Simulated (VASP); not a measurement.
Set up this calculation in VASP 6.6.1, as the native input.

| Item | Value |
| --- | --- |
| Task | single point |
| Functional | PBE |
| Potentials or basis | VASP PAW PBE potentials, release 64 (Mg) |
| Cutoff | 520 eV |
| k mesh | 14 × 14 × 13 |
| Occupations | fermi-dirac, width 0.1 eV |
| Spin | no spin polarisation |
| Dipole correction | no |
| Further INCAR settings | ALGO = Normal; EDIFF = 1e-06; NBANDS = 7 |

The structure of Mg lies in POSCAR:

```
Mg
1.0
    2.7639528642      0.0000000000      0.0000000000
   -1.3819764321      2.3936533952      0.0000000000
    0.0000000000      0.0000000000      2.6400336522
Mg
1
Direct
    0.0000000000      0.0000000000      0.0000000000
```

One way to write it, as run:

INCAR

```
  PREC = Accurate
  ENCUT = 520
  EDIFF = 1E-6
  ISMEAR = -1
  SIGMA = 0.1
  LREAL = F
  LASPH = T
  NELM = 80
  ALGO = Normal
  ISIF = 2
  LWAVE = F
  LCHARG = F
  GGA = PE
  NBANDS = 7
```

KPOINTS

```
Automatic mesh
0
Gamma
  14 14 13
```

Potentials or basis: VASP PAW PBE potentials, release 64 (Mg).

Launch:

```bash
$ cat potpaw_PBE.64/Mg/POTCAR > POTCAR
$ mpirun -np 1 vasp_std > vasp.out
```

Results of the run:

```
Pressure               : 21.3 GPa
Band gap on the k mesh : zero (band 1 reaches 7.43 eV, above the bottom of band 2 at 2.15 eV)
```

Wall time 26 s on 1 thread of AMD EPYC 7R13 Processor (Zen 3) (shared host), peak memory 0.11 GiB.
